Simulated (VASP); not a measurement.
Wanted: the native input for a VASP 6.6.1 run.

```
Task                   : single point
Functional             : LDA
Potentials or basis    : VASP PAW LDA potentials, release 64 (Sb, As, Se)
Cutoff                 : 520 eV
k mesh                 : 5 × 5 × 5
Occupations            : fermi-dirac, width 0.1 eV
Spin                   : no spin polarisation
Dipole correction      : no
Further INCAR settings : ALGO = Normal; EDIFF = 1e-06; NBANDS = 38
```

The structure of Sb2AsSe2 lies in POSCAR:

```
Sb2AsSe2
1.0
    0.0000000000      4.0659430000      0.0000000000
    5.5201930000     -2.0329710000      0.0000000000
   -0.0484340000      2.0329710000    -11.6017910000
Sb As Se
4 2 4
Direct
    0.9548000000      0.7341000000      0.8245000000
    0.0452000000      0.2659000000      0.1755000000
    0.8119000000      0.2259000000      0.6021000000
    0.1881000000      0.7741000000      0.3979000000
    0.3942000000      0.7728000000      0.9844000000
    0.6058000000      0.2272000000      0.0156000000
    0.2114000000      0.1852000000      0.7624000000
    0.7886000000      0.8148000000      0.2376000000
    0.5937000000      0.7790000000      0.5916000000
    0.4063000000      0.2210000000      0.4084000000
```

These files were run (other wordings do the same):

INCAR

```
SYSTEM = Sb2AsSe2
  PREC = Accurate
  ENCUT = 520
  EDIFF = 1E-6
  ISMEAR = -1
  SIGMA = 0.1
  LREAL = .FALSE.
  LASPH = .TRUE.
  NELM = 80
  ALGO = Normal
  ISIF = 2
  LWAVE = .FALSE.
  LCHARG = .FALSE.
  NBANDS = 38
```

KPOINTS

```
regular mesh
0
G
  5 5 5
  0 0 0
```

Potentials or basis: VASP PAW LDA potentials, release 64 (Sb, As, Se).

The run is started by

```bash
$ cat potpaw_LDA.64/Sb/POTCAR potpaw_LDA.64/As/POTCAR potpaw_LDA.64/Se/POTCAR > POTCAR
$ mpirun -np 1 vasp_std > vasp.out
```

It gave:

- Pressure: -0.7 GPa
- Largest force: 1.301 eV/Å
- Band gap on the k mesh: 0.33 eV (least direct gap 0.40 eV)

Caveat: spin-orbit coupling is left out, which moves the levels of the heavy elements; an odd mesh through Γ misses points on the zone boundary, where band edges can lie; forces of over 1 eV/Å act on the atoms, so gaps and moduli don't describe the material at rest.

Run time: 17 min on 1 thread of AMD EPYC 7R43 64-Core Processor (Zen 3), with other jobs on the host, peak memory 0.46 GiB.
